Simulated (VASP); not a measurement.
Crystal: Cr.

```xyz
4
Lattice="2.5693 0.0000 0.0000 -1.2846 2.2250 0.0000 0.0000 0.0000 8.3912" Properties=species:S:1:pos:R:3 pbc="T T T"
Cr    0.0000    0.0000    0.0000
Cr    0.0000    0.0000    4.1956
Cr    0.0000    1.4834    2.0978
Cr    1.2846    0.7417    6.2934
```

This isn't the form of Cr at room conditions, which is bcc.

| Quantity | Value |
| --- | --- |
| Program | VASP 6.6.1 |
| Task | relaxation of cell and atoms |
| Functional | RPBE |
| Potentials or basis | VASP PAW PBE potentials, release 64 (Cr_pv) |
| Cutoff | 600 eV |
| k mesh | 14 × 14 × 4 |
| Occupations | fermi-dirac, width 0.1 eV |
| Spin | no spin polarisation |

At the start: pressure 2.7 GPa; volume 11.99 Å³/atom.

Question: How do energy, volume and symmetry change on relaxing?

Answer: Over 8 steps the energy falls by 19.5 meV/atom and the volume is 12.15 Å³/atom (+1.3 %); space group P6_3/mmc (No. 194, to 0.1 Å) before and after.

Step by step:
```csv
step,energy change (eV),largest force (eV/Å),pressure (GPa),volume (Å³)
1,0.0000,0.0000,2.69,47.97
2,-0.0214,0.0000,-3.60,49.37
3,-0.0217,0.0000,-3.11,49.25
4,-0.0407,0.0000,-3.48,49.33
5,-0.0654,0.0000,-3.89,49.52
6,-0.0663,0.0000,-3.88,49.48
7,-0.0778,0.0000,0.12,48.57
8,-0.0778,0.0000,0.01,48.59
```

Final structure:
```
Cr
1.0
     2.51811    0.00000    0.00000
    -1.25905    2.18074    0.00000
     0.00000    0.00000    8.84852
Cr
4
Direct
  0.00000 0.00000 0.00000
  0.00000 0.00000 0.50000
  0.33333 0.66667 0.25000
  0.66667 0.33333 0.75000
```

Caveat: the highest band is partly filled, so the run has too few bands; the PAW data sets were made with another functional, which shifts forces and pressure a little; the run has no spin polarisation, though such a crystal can be magnetic.
